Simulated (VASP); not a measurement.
A run of VASP 6.6.1 is set up as follows.

The input INCAR:

```
PREC = Accurate
ENCUT = 600
EDIFF = 1E-6
ISMEAR = 0
SIGMA = 0.1
LREAL = F
LASPH = T
NELM = 60
ALGO = Normal
ISIF = 3
LWAVE = F
LCHARG = F
GGA = PE
IBRION = 2
NSW = 90
EDIFFG = -0.04
```

File KPOINTS:

```
regular mesh
0
Gamma
  6 6 6
```

POSCAR

```
Zr2H3
1.0
    1.4739448036      0.8509824291      6.8324818316
   -1.4739448036      0.8509824291      6.8324818316
    0.0000000000     -1.7019648583      6.8324818316
Zr H
2 3
Direct
    0.4000000000      0.4000000000      0.4000000000
    0.6000000000      0.6000000000      0.6000000000
    0.0000000000      0.0000000000      0.0000000000
    0.2095000000      0.2095000000      0.2095000000
    0.7905000000      0.7905000000      0.7905000000
```

Potentials or basis: VASP PAW PBE potentials, release 64 (Zr_sv, H).

Launch:

```bash
$ cat potpaw_PBE.64/Zr_sv/POTCAR potpaw_PBE.64/H/POTCAR > POTCAR
$ mpirun -np 1 vasp_std > vasp.out
```

(1) What does it give for the space group after relaxing (to 0.05 Å)?

(2) Estimate the relaxed volume.

Results:

(1) R-3m (No. 166).

(2) 12.67 Å³/atom.

Caveat: the k points lie up to 0.39 Å⁻¹ apart in the final cell; the volume moved by over 15 % at a fixed basis, so the end points are rough.
